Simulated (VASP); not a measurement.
Runs of VASP 6.6.1 on CdS (Greenockite). The structure is that of space group P6_3mc (No. 186), or close to it. The cells are those of the table. 

```csv
task,level,cell,k mesh,cutoff (eV),grid for exact exchange (PRECFOCK),gap on the mesh (eV),pressure (GPa),largest force (eV/Å)
single point,PBEsol+D3(BJ),"a = 4.083, b = 4.083, c = 6.651 Å, angles 90.0, 90.0, 120.0°, 4 atoms",7 × 7 × 4,520,-,1.16,0.4,-
single point,RPBE+D4,"a = 4.094, b = 4.094, c = 6.646 Å, angles 90.0, 90.0, 120.0°, 4 atoms",7 × 7 × 4,520,-,1.48,2.8,(a)
single point,PBEsol,"a = 4.150, b = 4.150, c = 6.737 Å, angles 90.0, 90.0, 120.0°, 4 atoms",7 × 7 × 4,520,-,1.06,-0.6,0.07
single point,revPBE+D3(BJ),"a = 4.130, b = 4.130, c = 6.732 Å, angles 90.0, 90.0, 120.0°, 4 atoms",7 × 7 × 4,520,-,1.36,0.4,-
relaxation of cell and atoms,BHLYP,"relaxed from a = 4.150, b = 4.150, c = 6.737 Å, angles 90.0, 90.0, 120.0°, 4 atoms",4 × 4 × 2,600,Normal,(b),0.0,0.01
```

Alike in all rows: potentials or basis VASP PAW PBE potentials, release 64 (Cd, S); no spin polarisation; smearing fermi-dirac 0.05 eV.

Question: Estimate the missing entries.

Answer: (a) 0.08; (b) 4.60.

Caveats: some runs use coarse meshes; the PAW data sets were made with another functional, which shifts forces and pressure a little.

A k mesh can miss the band edges, and the runs leave out spin-orbit coupling on Cd.
